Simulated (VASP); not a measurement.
Runs of VASP 6.6.1 on Nb. The structure is that of space group Im-3m (No. 229), or close to it. The cells are those of the table. 

| cell | gap on the mesh (eV) | pressure (GPa) |
| --- | --- | --- |
| a = 2.868 Å, angles 110.3, 110.3, 107.8°, 1 atom | none | (a) |
| a = 2.839 Å, angles 109.5°, 1 atom | none | -1.4 |
| a = 2.853 Å, angles 109.9, 109.9, 108.7°, 1 atom | none | -4.0 |
| a = 2.940 Å, angles 108.7, 108.7, 111.1°, 1 atom | none | (b) |
| a = 2.868 Å, angles 109.1, 109.1, 110.3°, 1 atom | none | -6.4 |
| a = 2.824 Å, angles 109.1, 109.1, 110.3°, 1 atom | none | 1.4 |
| a = 2.825 Å, angles 110.3, 110.3, 107.8°, 1 atom | none | (c) |
| a = 2.969 Å, angles 109.5°, 1 atom | none | -19.7 |

Alike in all rows: task single point; level PBEsol; potentials or basis VASP PAW PBE potentials, release 64 (Nb_sv); no spin polarisation; k mesh 20 × 20 × 20; cutoff (eV) 520; smearing gaussian 0.15 eV.

**Question.** Estimate the missing entries.

**Answer.** (a) -6.3; (b) -16.5; (c) 1.5.

Caveats: the PAW data sets were made with another functional, which shifts forces and pressure a little.

A k mesh can miss the band edges, and the runs leave out spin-orbit coupling on Nb.

A gap of «none» marks levels without a gap at the run's occupations.
